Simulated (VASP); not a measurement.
# MgO (Fm-3m) in VASP: notebook

MgO is run at these levels: PBE; tasks: vibrations by perturbation theory.

All numbers are computed with VASP 6.6.1; they aren't measurements. Logs are shortened: lines on timing, memory, paths and dates and some standing lists are left out, and cuts for length are marked.

## 1. The cell of the first run

The structure is cubic, space group Fm-3m (No. 225). The conventional cell has a = 4.217 Å, b = 4.217 Å, c = 4.217 Å, α = 90.00°, β = 90.00°, γ = 90.00°. Within 2.8 Å of Mg (site symmetry m-3m) lie 6 O at 2.11 Å. O (site symmetry m-3m) has 6 Mg at 2.11 Å within 2.8 Å.

## 2. Vibrations by perturbation theory, PBE

INCAR

```
SYSTEM = MgO
ALGO = Normal
EDIFF = 1E-8
ENCUT = 520
GGA = PE
IBRION = 8
ISIF = 2
ISMEAR = 0
LASPH = .TRUE.
LCHARG = .FALSE.
LEPSILON = .TRUE.
LREAL = .FALSE.
LWAVE = .FALSE.
NELM = 80
NSW = 1
PREC = Accurate
SIGMA = 0.01
```

KPOINTS

```
k-points
0
G
  8 8 8
  0 0 0
```

POSCAR

```
MgO
1.0
    0.0000000000      2.1085000000      2.1085000000
    2.1085000000      0.0000000000      2.1085000000
    2.1085000000      2.1085000000      0.0000000000
Mg O
1 1
Direct
    0.0000000000      0.0000000000      0.0000000000
    0.5000000000      0.5000000000      0.5000000000
```

Potentials or basis: VASP PAW PBE potentials, release 64 (Mg, O).

Run with:

```console
$ cat potpaw_PBE.64/Mg/POTCAR potpaw_PBE.64/O/POTCAR > POTCAR
$ mpirun -np 1 vasp_std > vasp.out
```

OUTCAR:

```text
SYSTEM = MgO
   EDIFF = 1E-8
   ENCUT = 520
   GGA = PE
   IBRION = 8
   ISIF = 2
   ISMEAR = 0
   LASPH = .TRUE.
   LEPSILON = .TRUE.
   LREAL = .FALSE.
   NELM = 80
   NSW = 1
   PREC = Accurate

 ion  position               nearest neighbor table
   1  0.000  0.000  0.000-   2 2.11   2 2.11   2 2.11   2 2.11   2 2.11   2 2.11
   2  0.500  0.500  0.500-   1 2.11   1 2.11   1 2.11   1 2.11   1 2.11   1 2.11

  LATTYP: Found a face centered cubic cell.
 ALAT       =     4.2170000000

  Lattice vectors:

 A1 = (   0.0000000000,   2.1085000000,   2.1085000000)
 A2 = (   2.1085000000,   0.0000000000,   2.1085000000)
 A3 = (   2.1085000000,   2.1085000000,   0.0000000000)

Analysis of symmetry for initial positions (statically):
=====================================================================
 Subroutine PRICEL returns:
 Original cell was already a primitive cell.

 Routine SETGRP: Setting up the symmetry group for a
 face centered cubic supercell.

 Subroutine GETGRP returns: Found 48 space group operations
 (whereof 48 operations were pure point group operations)
 out of a pool of 48 trial point group operations.

The static configuration has the point symmetry O_h .

Analysis of symmetry for dynamics (positions and initial velocities):
=====================================================================
 Subroutine PRICEL returns:
 Original cell was already a primitive cell.

 Routine SETGRP: Setting up the symmetry group for a
 face centered cubic supercell.

 Subroutine GETGRP returns: Found 48 space group operations
 (whereof 48 operations were pure point group operations)
 out of a pool of 48 trial point group operations.

The dynamic configuration has the point symmetry O_h .

 Subroutine INISYM returns: Found 48 space group operations
 (whereof 48 operations are pure point group operations),
 and found     1 'primitive' translations

----------------------------------------------------------------------------------------

                                     Primitive cell

  volume of cell :      18.7478

  direct lattice vectors                    reciprocal lattice vectors
     0.000000000  2.108500000  2.108500000    -0.237135404  0.237135404  0.237135404
     2.108500000  0.000000000  2.108500000     0.237135404 -0.237135404  0.237135404
     2.108500000  2.108500000  0.000000000     0.237135404  0.237135404 -0.237135404

  length of vectors
     2.981869296  2.981869296  2.981869296     0.410730569  0.410730569  0.410730569

  position of ions in fractional coordinates (direct lattice)
     0.000000000  0.000000000  0.000000000
     0.500000000  0.500000000  0.500000000

  ion indices of the primitive-cell ions
   primitive index   ion index
                 1           1
                 2           2

----------------------------------------------------------------------------------------

 KPOINTS: k-points

Automatic generation of k-mesh.
 Grid dimensions read from file:
 generate k-points for:    8    8    8

 Generating k-lattice:
[... 413 lines left out ...]
 ------------------------------------------------------

 Free energy of the ion-electron system (eV)
  ---------------------------------------------------
  ---------------------------------------------------
  free energy    TOTEN  =        -0.12227906 eV

  energy without entropy =       -0.12227906

------------------------ aborting loop because EDIFF is reached ----------------------------------------

--------------------------------------- Ionic step        2  -------------------------------------------

------------------------ aborting loop because EDIFF is reached ----------------------------------------

--------------------------------------- Ionic step        3  -------------------------------------------

------------------------ aborting loop because EDIFF is reached ----------------------------------------

 PIEZOELECTRIC TENSOR FIELD DIRECTION 3  (e Angst)
 -----------------------------------------------------------------------------
    -0.00012  0.00000 -0.00000           ( -0.00001  0.00000 -0.00000)
     0.00000 -0.00012 -0.00000           (  0.00000 -0.00001  0.00000)
    -0.00000  0.00000 -0.00020           ( -0.00000  0.00000 -0.00001)

 PIEZOELECTRIC TENSOR FIELD DIRECTION 3  (C/m^2)
 -----------------------------------------------------------------------------
    -0.00011  0.00000 -0.00000
     0.00000 -0.00011 -0.00000
    -0.00000  0.00000 -0.00017

--------------------------------------- Ionic step        4  -------------------------------------------

------------------------ aborting loop because EDIFF is reached ----------------------------------------

[... ionic steps 5 to 6 ...]

--------------------------------------- Ionic step        7  -------------------------------------------

 Free energy of the ion-electron system (eV)
  ---------------------------------------------------
  ---------------------------------------------------
  free energy    TOTEN  =        -0.36005381 eV

  energy without entropy =       -0.36005381

------------------------ aborting loop because EDIFF is reached ----------------------------------------

 INTERNAL STRAIN TENSOR  FOR ION    2  DIRECTION 1   (eV/Angst):
 -----------------------------------------------------------------------------
    -0.00519  0.00000 -0.00000
    -0.00000  0.00695  0.00000
    -0.00000  0.00000  0.00695

 MACROSCOPIC STATIC DIELECTRIC TENSOR (including local field effects in DFT)
 ------------------------------------------------------
           3.138950    -0.000000     0.000000
           0.000000     3.138950     0.000000
          -0.000000    -0.000000     3.138950
 ------------------------------------------------------

 PIEZOELECTRIC TENSOR (including local field effects)  for field in x, y, z        (e  Angst)
          XX          YY          ZZ          XY          YZ          ZX
  --------------------------------------------------------------------------------
  x     0.00000     0.00000     0.00000     0.00000     0.00000     0.00000
  y     0.00000     0.00000     0.00000     0.00000     0.00000     0.00000
  z     0.00000     0.00000     0.00000     0.00000     0.00000     0.00000

 PIEZOELECTRIC TENSOR (including local field effects)  for field in x, y, z        (C/m^2)
          XX          YY          ZZ          XY          YZ          ZX
  --------------------------------------------------------------------------------
  x     0.00000     0.00000     0.00000     0.00000     0.00000     0.00000
  y     0.00000     0.00000     0.00000     0.00000     0.00000     0.00000
  z     0.00000     0.00000     0.00000     0.00000     0.00000     0.00000

 BORN EFFECTIVE CHARGES (including local field effects) (in |e|, cummulative output)
 ---------------------------------------------------------------------------------
 ion    1
    1     1.97080    -0.00000     0.00000
    2     0.00000     1.97080    -0.00000
    3    -0.00000    -0.00000     1.97080
 ion    2
    1    -1.97080     0.00000    -0.00000
    2    -0.00000    -1.97080     0.00000
    3     0.00000     0.00000    -1.97080

 INTERNAL STRAIN TENSOR FOR ION    2 for displacements in x,y,z  (eV/Angst):
          X           Y           Z          XY          YZ          ZX
  --------------------------------------------------------------------------------
  x     0.00000     0.00000     0.00000     0.00000     0.00000     0.00000
  y     0.00000     0.00000     0.00000     0.00000     0.00000     0.00000
  z     0.00000     0.00000     0.00000     0.00000     0.00000     0.00000

 SECOND DERIVATIVES (NOT SYMMETRIZED)
 ------------------------------------
               1X          1Y          1Z          2X          2Y          2Z
  1X    -5.447179    0.000000    0.000000    5.447179    0.000000    0.000000
  1Y     0.000000   -5.447179    0.000000    0.000000    5.447179    0.000000
  1Z     0.000000    0.000000   -5.447179    0.000000    0.000000    5.447179
  2X     5.469686    0.000000    0.000000   -5.469686    0.000000    0.000000
  2Y     0.000000    5.469686    0.000000    0.000000   -5.469686    0.000000
  2Z     0.000000    0.000000    5.469686    0.000000    0.000000   -5.469686

 Eigenvectors and eigenvalues of the dynamical matrix
 ----------------------------------------------------

   1 f  =   11.761123 THz    73.897315 2PiTHz  392.308835 cm-1    48.640074 meV
             X         Y         Z           dx          dy          dz
      0.000000  0.000000  0.000000     0.000000    0.000000   -0.629275
      2.108500  2.108500  2.108500     0.000000    0.000000    0.777183
[... 21 lines left out ...]
   6 f/i=    0.011858 THz     0.074508 2PiTHz    0.395553 cm-1     0.049042 meV
             X         Y         Z           dx          dy          dz
      0.000000  0.000000  0.000000     0.631042   -0.453651    0.000000
      2.108500  2.108500  2.108500     0.510946   -0.367316    0.000000

--------------------------------------------------------------------------------------------------------

 MACROSCOPIC STATIC DIELECTRIC TENSOR IONIC CONTRIBUTION
 ------------------------------------------------------
           6.868006    -0.000000    -0.000000
          -0.000000     6.868006     0.000000
          -0.000000     0.000000     6.868006
 ------------------------------------------------------

 ELASTIC MODULI CONTR FROM IONIC RELAXATION (kBar)
 Direction    XX          YY          ZZ          XY          YZ          ZX
 --------------------------------------------------------------------------------
 XX           0.0000      0.0000      0.0000      0.0000      0.0000      0.0000
 YY           0.0000      0.0000      0.0000      0.0000      0.0000      0.0000
 ZZ           0.0000      0.0000      0.0000      0.0000      0.0000      0.0000
 XY           0.0000      0.0000      0.0000      0.0000      0.0000      0.0000
 YZ           0.0000      0.0000      0.0000      0.0000      0.0000      0.0000
 ZX           0.0000      0.0000      0.0000      0.0000      0.0000      0.0000
 --------------------------------------------------------------------------------

 PIEZOELECTRIC TENSOR IONIC CONTR  for field in x, y, z        (C/m^2)
          XX          YY          ZZ          XY          YZ          ZX
  --------------------------------------------------------------------------------
  x     0.00000     0.00000     0.00000     0.00000     0.00000     0.00000
  y     0.00000     0.00000     0.00000     0.00000     0.00000     0.00000
  z     0.00000     0.00000     0.00000     0.00000     0.00000     0.00000
```

It took 35 s on 1 thread of Intel Xeon 6975P-C (Granite Rapids), shared host; peak memory 0.17 GiB.

Results:

| Property | Result |
| --- | --- |
| Electronic dielectric tensor (diagonal) | 3.14 |
| Born charges (mean of the diagonal) | Mg +1.97; O -1.97 e |
| Highest phonon frequency at Γ, LO-TO splitting left out | 392 cm⁻¹ |

Phonon frequencies in cm⁻¹ (negative: imaginary):
| q point | frequencies |
| --- | --- |
| (0.000, 0.000, 0.000) | 0 0 0 392 392 392 |

Electronic dielectric tensor:
```
3.14 0.00 0.00
0.00 3.14 0.00
0.00 0.00 3.14
```

Born effective charge tensors (e):
atom 1, Mg
```
1.97 0.00 0.00
0.00 1.97 0.00
0.00 0.00 1.97
```
atom 2, O
```
-1.97  0.00  0.00
 0.00 -1.97  0.00
 0.00  0.00 -1.97
```

Caveat: the cell wasn't relaxed at this level first, which shifts response properties.

## 3. Vibrations by perturbation theory, PBE

This run uses another cell than the first one, of 9.62 Å³/atom, 1.026 times its volume.

INCAR

```
SYSTEM = MgO
ALGO = Normal ; EDIFF = 1E-8
ENCUT = 520 ; GGA = PE
IBRION = 8 ; ISIF = 2
ISMEAR = 0 ; LASPH = .TRUE.
LCHARG = .FALSE. ; LEPSILON = .TRUE.
LREAL = .FALSE. ; LWAVE = .FALSE.
NBANDS = 11 ; NELM = 60
NSW = 1 ; PREC = Accurate
SIGMA = 0.01
```

KPOINTS is that of step 2.

POSCAR

```
MgO
1.0
    0.0000000000      2.1268556921      2.1268556921
    2.1268556921      0.0000000000      2.1268556921
    2.1268556921      2.1268556921      0.0000000000
Mg O
1 1
Direct
    0.0000000000      0.0000000000      0.0000000000
    0.5000000000      0.5000000000      0.5000000000
```

Potentials or basis: VASP PAW PBE potentials, release 64 (Mg, O).

Run with:

```console
$ cat potpaw_PBE.64/Mg/POTCAR potpaw_PBE.64/O/POTCAR > POTCAR
$ mpirun -np 1 vasp_std > vasp.out
```

OUTCAR:

```text
SYSTEM = MgO
   EDIFF = 1E-8
   ENCUT = 520
   GGA = PE
   IBRION = 8
   ISIF = 2
   ISMEAR = 0
   LASPH = .TRUE.
   LEPSILON = .TRUE.
   LREAL = .FALSE.
   NELM = 60
   NSW = 1
   PREC = Accurate

 ion  position               nearest neighbor table
   1  0.000  0.000  0.000-   2 2.13   2 2.13   2 2.13   2 2.13   2 2.13   2 2.13
   2  0.500  0.500  0.500-   1 2.13   1 2.13   1 2.13   1 2.13   1 2.13   1 2.13

  LATTYP: Found a face centered cubic cell.
 ALAT       =     4.2537113842

  Lattice vectors:

 A1 = (   0.0000000000,   2.1268556921,   2.1268556921)
 A2 = (   2.1268556921,   0.0000000000,   2.1268556921)
 A3 = (   2.1268556921,   2.1268556921,   0.0000000000)

Analysis of symmetry for initial positions (statically):
=====================================================================
 Subroutine PRICEL returns:
 Original cell was already a primitive cell.

 Routine SETGRP: Setting up the symmetry group for a
 face centered cubic supercell.

 Subroutine GETGRP returns: Found 48 space group operations
 (whereof 48 operations were pure point group operations)
 out of a pool of 48 trial point group operations.

The static configuration has the point symmetry O_h .

Analysis of symmetry for dynamics (positions and initial velocities):
=====================================================================
 Subroutine PRICEL returns:
 Original cell was already a primitive cell.

[... 596 lines left out ...]
  z     0.00000     0.00000     0.00000     0.00000     0.00000     0.00000

 PIEZOELECTRIC TENSOR (including local field effects)  for field in x, y, z        (C/m^2)
          XX          YY          ZZ          XY          YZ          ZX
  --------------------------------------------------------------------------------
  x     0.00000     0.00000     0.00000     0.00000     0.00000     0.00000
  y     0.00000     0.00000     0.00000     0.00000     0.00000     0.00000
  z     0.00000     0.00000     0.00000     0.00000     0.00000     0.00000

 BORN EFFECTIVE CHARGES (including local field effects) (in |e|, cummulative output)
 ---------------------------------------------------------------------------------
 ion    1
    1     1.98171     0.00000     0.00000
    2    -0.00000     1.98171     0.00000
    3     0.00000    -0.00000     1.98171
 ion    2
    1    -1.98171    -0.00000    -0.00000
    2     0.00000    -1.98171    -0.00000
    3    -0.00000     0.00000    -1.98171

 INTERNAL STRAIN TENSOR FOR ION    2 for displacements in x,y,z  (eV/Angst):
          X           Y           Z          XY          YZ          ZX
  --------------------------------------------------------------------------------
  x     0.00000     0.00000     0.00000     0.00000     0.00000     0.00000
  y     0.00000     0.00000     0.00000     0.00000     0.00000     0.00000
  z     0.00000     0.00000     0.00000     0.00000     0.00000     0.00000

 SECOND DERIVATIVES (NOT SYMMETRIZED)
 ------------------------------------
               1X          1Y          1Z          2X          2Y          2Z
  1X    -4.791906    0.000000    0.000000    4.791906    0.000000    0.000000
  1Y     0.000000   -4.791906    0.000000    0.000000    4.791906    0.000000
  1Z     0.000000    0.000000   -4.791906    0.000000    0.000000    4.791906
  2X     4.810403    0.000000    0.000000   -4.810403    0.000000    0.000000
  2Y     0.000000    4.810403    0.000000    0.000000   -4.810403    0.000000
  2Z     0.000000    0.000000    4.810403    0.000000    0.000000   -4.810403

 Eigenvectors and eigenvalues of the dynamical matrix
 ----------------------------------------------------

   1 f  =   11.030155 THz    69.304505 2PiTHz  367.926351 cm-1    45.617033 meV
             X         Y         Z           dx          dy          dz
      0.000000  0.000000  0.000000     0.000000    0.629326    0.000000
      2.126856  2.126856  2.126856     0.000000   -0.777141    0.000000
[... 21 lines left out ...]
   6 f/i=    0.010392 THz     0.065293 2PiTHz    0.346629 cm-1     0.042977 meV
             X         Y         Z           dx          dy          dz
      0.000000  0.000000  0.000000     0.000000    0.000000    0.777141
      2.126856  2.126856  2.126856     0.000000    0.000000    0.629326

--------------------------------------------------------------------------------------------------------

 MACROSCOPIC STATIC DIELECTRIC TENSOR IONIC CONTRIBUTION
 ------------------------------------------------------
           7.692316    -0.000000    -0.000000
          -0.000000     7.692316    -0.000000
          -0.000000    -0.000000     7.692316
 ------------------------------------------------------

 ELASTIC MODULI CONTR FROM IONIC RELAXATION (kBar)
 Direction    XX          YY          ZZ          XY          YZ          ZX
 --------------------------------------------------------------------------------
 XX           0.0000      0.0000      0.0000      0.0000      0.0000      0.0000
 YY           0.0000      0.0000      0.0000      0.0000      0.0000      0.0000
 ZZ           0.0000      0.0000      0.0000      0.0000      0.0000      0.0000
 XY           0.0000      0.0000      0.0000      0.0000      0.0000      0.0000
 YZ           0.0000      0.0000      0.0000      0.0000      0.0000      0.0000
 ZX           0.0000      0.0000      0.0000      0.0000      0.0000      0.0000
 --------------------------------------------------------------------------------

 PIEZOELECTRIC TENSOR IONIC CONTR  for field in x, y, z        (C/m^2)
          XX          YY          ZZ          XY          YZ          ZX
  --------------------------------------------------------------------------------
  x     0.00000     0.00000     0.00000     0.00000     0.00000     0.00000
  y     0.00000     0.00000     0.00000     0.00000     0.00000     0.00000
  z     0.00000     0.00000     0.00000     0.00000     0.00000     0.00000
```

OSZICAR:

```text
N       E                     dE             d eps       ncg     rms          rms(c)
DAV:   1     0.144394501078E+02    0.14439E+02   -0.47785E+03   734   0.652E+02
DAV:   2    -0.128312386710E+02   -0.27271E+02   -0.26774E+02   761   0.136E+02
DAV:   3    -0.134668653854E+02   -0.63563E+00   -0.63525E+00   775   0.179E+01
DAV:   4    -0.134683894239E+02   -0.15240E-02   -0.15240E-02   698   0.101E+00
[... 124 lines left out ...]
RMM:   7    -0.360117378432E+00    0.10219E-04   -0.17335E-08  2163   0.117E-03    0.103E-04
RMM:   8    -0.360117172774E+00    0.20566E-06   -0.24794E-10  2230   0.757E-05    0.338E-05
RMM:   9    -0.360117301876E+00   -0.12910E-06   -0.23608E-10  2225   0.691E-05    0.376E-06
RMM:  10    -0.360117271160E+00    0.30716E-07   -0.19679E-10  2087   0.167E-05    0.143E-06
RMM:  11    -0.360117275649E+00   -0.44895E-08   -0.19773E-10  1933   0.148E-05    0.126E-07
 Linear response finished
```

stdout:

```text
POSCAR found type information on POSCAR MgO
 POSCAR found :  2 types and       2 ions
 scaLAPACK will be used
 LDA part: xc-table for (Slater+PW92), standard interpolation
 POSCAR, INCAR and KPOINTS ok, starting setup
 FFT: planning ... GRIDC
 FFT: planning ... GRID_SOFT
 FFT: planning ... GRID
 WAVECAR not read
 entering main loop
[... 23 lines left out ...]
  Direction:   3
 dielectric tensor                  component  3 :     0.049     0.229     3.173
 Linear response DOF=           2
 Linear response progress:
 first order change of Fermi-energy   0.37704E-04
 force on displaced ion       1 direction 1 :  -4.792   0.000   0.000
 Born effective charge ion    1 direction 1 :   1.981   0.000   0.000
 Linear response progress:
 first order change of Fermi-energy   0.11218E-02
 force on displaced ion       2 direction 1 :  -4.810   0.000   0.000
 Born effective charge ion    2 direction 1 :  -1.982   0.000   0.000
 Born effective charges drift removed
 Linear response finished
```

Wall time 40 s (1 thread of Intel Xeon 6975P-C (Granite Rapids), shared host); peak memory 0.17 GiB.

What came out:

```
Electronic dielectric tensor (diagonal)                 : 3.17
Born charges (mean of the diagonal)                     : Mg +1.98; O -1.98 e
Highest phonon frequency at Γ, LO-TO splitting left out : 368 cm⁻¹
```

Phonon frequencies in cm⁻¹ (negative: imaginary):
```csv
q point,frequencies
"(0.000, 0.000, 0.000)",0 0 0 368 368 368
```

Electronic dielectric tensor:
```
3.17 0.00 0.00
0.00 3.17 0.00
0.00 0.00 3.17
```

Born effective charge tensors (e):
atom 1, Mg
```
1.98 0.00 0.00
0.00 1.98 0.00
0.00 0.00 1.98
```
atom 2, O
```
-1.98  0.00  0.00
 0.00 -1.98  0.00
 0.00  0.00 -1.98
```
